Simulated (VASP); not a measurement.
# Ta (Immm) in VASP: further runs, part 2 of 2

VASP 6.6.1. The steps go on from the part before.

**3. Single point, PBE (normal strain along x -0.0550, normal strain along z +0.1500)**

Contents of INCAR:

```
PREC = Accurate ; ENCUT = 520
EDIFF = 1E-6 ; ISMEAR = 0
SIGMA = 0.15 ; LREAL = F
LASPH = T ; NELM = 100
ALGO = Fast ; ISIF = 2
LWAVE = F ; LCHARG = F
GGA = PE ; NBANDS = 12
```

Contents of KPOINTS:

```
regular mesh
0
Gamma
  18 18 18
```

Contents of POSCAR:

```
Ta
1.0
   -1.5682119726      1.6594835689      1.9084061042
    1.5682119726     -1.6594835689      1.9084061042
    1.5682119726      1.6594835689     -1.9084061042
Ta
1
Direct
    0.0000000000      0.0000000000      0.0000000000
```

Potentials or basis: VASP PAW PBE potentials, release 64 (Ta_pv).

Command:

```sh
cat potpaw_PBE.64/Ta_pv/POTCAR > POTCAR
mpirun -np 1 vasp_std > vasp.out
```

OUTCAR:

```text
PREC = Accurate
   ENCUT = 520
   EDIFF = 1E-6
   ISMEAR = 0
   LREAL = F
   LASPH = T
   NELM = 100
   ISIF = 2
   GGA = PE

 ion  position               nearest neighbor table
   1  0.000  0.000  0.000-

  LATTYP: Found a body centered orthorhombic cell.
 ALAT       =     3.1364239452
 B/A-ratio  =     1.0582010582
 C/A-ratio  =     1.2169312169

  Lattice vectors:

 A1 = (  -1.5682119726,   1.6594835689,   1.9084061042)
 A2 = (   1.5682119726,  -1.6594835689,   1.9084061042)
 A3 = (   1.5682119726,   1.6594835689,  -1.9084061042)

Analysis of symmetry for initial positions (statically):
=====================================================================
 Subroutine PRICEL returns:
 Original cell was already a primitive cell.

 Routine SETGRP: Setting up the symmetry group for a
 body centered orthorhombic supercell.

 Subroutine GETGRP returns: Found  8 space group operations
 (whereof  8 operations were pure point group operations)
 out of a pool of  8 trial point group operations.

The static configuration has the point symmetry D_2h.

Analysis of symmetry for dynamics (positions and initial velocities):
=====================================================================
 Subroutine PRICEL returns:
 Original cell was already a primitive cell.

 Routine SETGRP: Setting up the symmetry group for a
 body centered orthorhombic supercell.

 Subroutine GETGRP returns: Found  8 space group operations
 (whereof  8 operations were pure point group operations)
 out of a pool of  8 trial point group operations.

The dynamic configuration has the point symmetry D_2h.

 Subroutine INISYM returns: Found  8 space group operations
 (whereof  8 operations are pure point group operations),
 and found     1 'primitive' translations

----------------------------------------------------------------------------------------

                                     Primitive cell

  volume of cell :      19.8659

  direct lattice vectors                    reciprocal lattice vectors
    -1.568211973  1.659483569  1.908406104     0.000000000  0.301298554  0.261998743
     1.568211973 -1.659483569  1.908406104     0.318834449  0.000000000  0.261998743
     1.568211973  1.659483569 -1.908406104     0.318834449  0.301298554  0.000000000

  length of vectors
     2.975766853  2.975766853  2.975766853     0.399279551  0.412672687  0.438675534

  position of ions in fractional coordinates (direct lattice)
     0.000000000  0.000000000  0.000000000

  ion indices of the primitive-cell ions
   primitive index   ion index
                 1           1

----------------------------------------------------------------------------------------

 KPOINTS: regular mesh

Automatic generation of k-mesh.
 Grid dimensions read from file:
 generate k-points for:   18   18   18

 Generating k-lattice:

  Cartesian coordinates                     Fractional coordinates (reciprocal lattice)
     0.000000000  0.016738809  0.014555486     0.055555556  0.000000000 -0.000000000
     0.017713025  0.000000000  0.014555486     0.000000000  0.055555556  0.000000000
     0.017713025  0.016738809  0.000000000    -0.000000000  0.000000000  0.055555556

  Length of vectors
     0.022182197  0.022926260  0.024370863

  Shift w.r.t. Gamma in fractional coordinates (k-lattice)
     0.000000000  0.000000000  0.000000000

 Subroutine IBZKPT returns following result:
 ===========================================

 Found    865 irreducible k-points:

 Following reciprocal coordinates:
            Coordinates               Weight
  0.000000  0.000000  0.000000      1.000000
  0.055556  0.000000  0.000000      4.000000
  0.111111  0.000000  0.000000      4.000000
  0.166667  0.000000 -0.000000      4.000000
  0.222222 -0.000000  0.000000      4.000000
  0.277778 -0.000000  0.000000      4.000000
[... 16 lines left out ...]
 -0.333333  0.055556 -0.000000      8.000000
 -0.277778  0.055556 -0.000000      8.000000
 [... further k-points ...]
   k-points           NKPTS =    865   k-points in BZ     NKDIM =    865   number of bands    NBANDS=     12
   number of dos      NEDOS =    301   number of ions     NIONS =      1
   total plane-waves  NPLWV =  13824
   dimension x,y,z NGX =    24 NGY =   24 NGZ =   24
   dimension x,y,z NGXF=    48 NGYF=   48 NGZF=   48
   ions per type =               1
   NGX,Y,Z   is equivalent  to a cutoff of  13.41, 13.41, 13.41 a.u.
   NGXF,Y,Z  is equivalent  to a cutoff of  26.82, 26.82, 26.82 a.u.
 SYSTEM =  unknown system
   PREC   = accura    normal or accurate (medium, high low for compatibility)
   ISTART =      0    job   : 0-new  1-cont  2-samecut
   ICHARG =      2    charge: 1-file 2-atom 10-const
   ISPIN  =      1    spin polarized calculation?
   LNONCOLLINEAR =      F non collinear calculations
   LSORBIT =      F    spin-orbit coupling
   LASPH  =      T    aspherical Exc in radial PAW
   ENCUT  =  520.0 eV  38.22 Ry    6.18 a.u.   5.53  5.53  5.53*2*pi/ulx,y,z
   NELM   =    100;   NELMIN=  2; NELMDL= -5     # of ELM steps
   EDIFF  = 0.1E-05   stopping-criterion for ELM
   LREAL  =      F    real-space projection
   EDIFFG = 0.1E-04   stopping-criterion for IOM
   NSW    =      0    number of steps for IOM
   IBRION =     -1    ionic relax: 0-MD 1-quasi-New 2-CG
   NFREE  =      0    steps in history (QN), initial steepest desc. (CG)
   ISIF   =      2    stress and relaxation
   ISYM   =      2    0-nonsym 1-usesym 2-fastsym
   POTIM  = 0.5000    time-step for ionic-motion
   TEBEG  =    0.0;   TEEND  =   0.0 temperature during run
   PSTRESS=    0.0 pullay stress
   NELECT =      11.0000    total number of electrons
   NUPDOWN=      -1.0000    fix difference up-down
   EMIN   =  10.00;   EMAX   =-10.00  energy-range for DOS
   EFERMI =   0.00;   METHOD = LEGACY
   ISMEAR =     0;   SIGMA  =   0.15  broadening in eV -4-tet -1-fermi 0-gaus
   EFERMI_NEDOS =   21; number of points for ismear=-14 and -15
   IALGO  =     68    algorithm
   IMIX   =      4    mixing-type and parameters
     AMIX     =   0.40;   BMIX     =  1.00
     AMIX_MAG =   1.60;   BMIX_MAG =  1.00
  volume/ion in A,a.u.               =      19.87       134.06
  Fermi-wavevector in a.u.,A,eV,Ry     =   1.344321  2.540398 24.588424  1.807198
  Thomas-Fermi vector in A             =   2.472324
   LORBIT       =      0    0 simple, 1 ext, 2 COOP (PROOUT), +10 PAW based schemes
   GGA     = PE    functional components
   LHFCALC =     F    Hartree Fock is set to
   AEXX    =    0.0000 exact exchange contribution
   IVDW    =     0    specifies the selected vdW correction
   LEPSILON=     F    determine dielectric tensor
   LRPA    =     F    only Hartree local field effects (RPA)
 non-spin polarized calculation
 RMM-DIIS sequential band-by-band and
 Gauss-broadening in eV      SIGMA  =   0.15
  energy-cutoff  :      520.00
  volume of cell :       19.87
 maximum number of plane-waves:       552
 NGX is ok and might be reduce to    24
   NGX = 11   NGY = 11   NGZ = 11

 number of electron      11.0000000 magnetization

 Free energy of the ion-electron system (eV)
  ---------------------------------------------------
  ext. energy  EPLUGINS =         0.00000000
  ---------------------------------------------------
  free energy    TOTEN  =       -11.66565215 eV

  energy without entropy =      -11.64951917  energy(sigma->0) =      -11.65758566

 E-fermi :   4.8569     XC(G=0): -12.1237

 val. band max:        4.8525789092   @ k =   0.5000  -0.2778   0.1667
 cond. band min:       4.8569497296   @ k =   0.1667   0.3889  -0.0000
 fundamental gap:      0.0043708204
 Fermi energy:         4.8569435083

 k-point     1 :       0.0000    0.0000    0.0000
  band No.  band energies     occupation
      1     -28.7481      2.00000
      2     -28.7476      2.00000
      3     -28.7190      2.00000
      4      -2.8107      2.00000
      5       4.7730      1.57148
      6       5.5425      0.00000
      7       6.8233      0.00000
      8       6.9096      0.00000
      9       9.1670      0.00000
     10      17.8520      0.00000
     11      19.8536      0.00000
     12      21.0349      0.00000
[... 331 lines left out ...]
 k-point    24 :      -0.2778    0.0556   -0.0000
  band No.  band energies     occupation
      1     -29.1903      2.00000
      2     -28.8264      2.00000
      3     -28.7594      2.00000
      4      -0.7297      2.00000
      5       4.2961      2.00000
      6       5.2510      0.00020
      7       6.6141      0.00000
      8       8.1406      0.00000
      9       8.8998      0.00000
     10      18.1073      0.00000
     11      19.0653      0.00000
     12      19.7063      0.00000

 [... further k-points ...]
[... 5 lines left out ...]
  --------------------------------------------------------------------------------------
  -------------------------------------------------------------------------------------
  Total       -0.9909574     -1.1080630     -2.2828487      0.0000000      0.0000000      0.0000000
  in kB      -79.9202912    -89.3648063   -184.1107732      0.0000000      0.0000000      0.0000000
  external PRESSURE =    -117.7986236 kB  Pullay stress =       0.0000000 kB

 VOLUME and BASIS-vectors are now :
 -----------------------------------------------------------------------------
  energy-cutoff  :      520.00
  volume of cell :       19.87
      direct lattice vectors                 reciprocal lattice vectors
    -1.568211973  1.659483569  1.908406104     0.000000000  0.301298554  0.261998743
     1.568211973 -1.659483569  1.908406104     0.318834449  0.000000000  0.261998743
     1.568211973  1.659483569 -1.908406104     0.318834449  0.301298554  0.000000000

 POSITION                                       TOTAL-FORCE (eV/Angst)
 -----------------------------------------------------------------------------------
      0.00000      0.00000      0.00000         0.000000      0.000000      0.000000
 -----------------------------------------------------------------------------------
    total drift:                               -0.000000      0.000000     -0.000000

  FREE ENERGIE OF THE ION-ELECTRON SYSTEM (eV)
  ---------------------------------------------------
  free  energy   TOTEN  =       -11.6656521500 eV

  energy  without entropy=      -11.6495191740  energy(sigma->0) =      -11.65758566
```

It took 2.1 min on 1 thread of Intel Xeon 6975P-C, shared host; peak memory 0.31 GiB.

What came out:

```
Free energy : -11.6657 eV
Pressure    : -11.8 GPa
```

Caveat: the cell differs from its parent crystal (normal strain along x -0.0550, normal strain along z +0.1500); spin-orbit coupling is left out, which moves the levels of the heavy elements.

**4. Single point, PBE (normal strain along x +0.0275, normal strain along z +0.0750)**

Contents of INCAR:

```
SYSTEM = Ta
  ALGO = Fast
  EDIFF = 1E-6
  ENCUT = 520
  GGA = PE
  ISIF = 2
  ISMEAR = 0
  LASPH = .TRUE.
  LCHARG = .TRUE.
  LELF = .TRUE.
  LREAL = .FALSE.
  LVHAR = .TRUE.
  LWAVE = .FALSE.
  NBANDS = 12
  NELM = 60
  PREC = Accurate
  SIGMA = 0.15
```

Contents of KPOINTS:

```
k-points
0
G
  18 18 18
  0 0 0
```

Contents of POSCAR:

```
Ta
1.0
   -1.7051193670      1.6594835689      1.7839448366
    1.7051193670     -1.6594835689      1.7839448366
    1.7051193670      1.6594835689     -1.7839448366
Ta
1
Direct
    0.0000000000      0.0000000000      0.0000000000
```

Command:

```sh
cat potpaw_PBE.64/Ta_pv/POTCAR > POTCAR
mpirun -np 1 vasp_std > vasp.out
```

Run time: 1.9 min. Hardware: 1 thread of Intel Xeon 6975P-C, shared host; peak memory 0.31 GiB.

Results (log left out):

- Free energy: -11.7069 eV
- Pressure: -15.7 GPa

Stress tensor (GPa, compression positive):
```
-15.14   0.00   0.00
  0.00 -13.51   0.00
  0.00   0.00 -18.43
```

Levels at points of the mesh, in eV from the Fermi level:
| k point | band 2 | band 3 | band 4 | band 5 | band 6 | band 7 | band 8 | band 9 | band 10 | band 11 |
| --- | --- | --- | --- | --- | --- | --- | --- | --- | --- | --- |
| (0.00, 0.00, 0.00) | -33.55 | -33.54 | -7.49 | 0.35 | 0.68 | 1.14 | 3.08 | 3.99 | 13.85 | 14.56 |
| (0.50, 0.00, 0.00) | -33.81 | -33.56 | -3.93 | -1.19 | 1.10 | 3.07 | 4.53 | 6.63 | 9.91 | 11.44 |
| (0.00, 0.50, 0.00) | -33.78 | -33.54 | -3.97 | -0.86 | 0.92 | 2.82 | 4.16 | 6.60 | 9.77 | 11.64 |
| (0.50, 0.50, 0.00) | -33.84 | -33.58 | -3.88 | -1.68 | 1.38 | 3.89 | 4.65 | 6.77 | 10.17 | 11.16 |
| (0.50, 0.50, 0.50) | -34.10 | -34.05 | -3.28 | -3.12 | 5.79 | 5.94 | 6.03 | 6.71 | 7.81 | 8.51 |

Caveat: the cell differs from its parent crystal (normal strain along x +0.0275, normal strain along z +0.0750); spin-orbit coupling is left out, which moves the levels of the heavy elements.

**5. Summary**

```csv
cell,gap on the mesh (eV),pressure (GPa)
"a = 2.961 Å, angles 113.9, 111.8, 102.9°, 1 atom",none,-12.1
"a = 2.976 Å, angles 116.4, 112.2, 100.2°, 1 atom",none,-11.8
"a = 2.974 Å, angles 110.0, 112.2, 106.3°, 1 atom",none,-15.7
```

Alike in all rows: task single point; level PBE; potentials or basis VASP PAW PBE potentials, release 64 (Ta_pv); no spin polarisation; k mesh 18 × 18 × 18; cutoff (eV) 520; smearing gaussian 0.15 eV.

Caveats: spin-orbit coupling is left out, which moves the levels of the heavy elements.

Absolute energies hang on the potentials; compare differences alone.
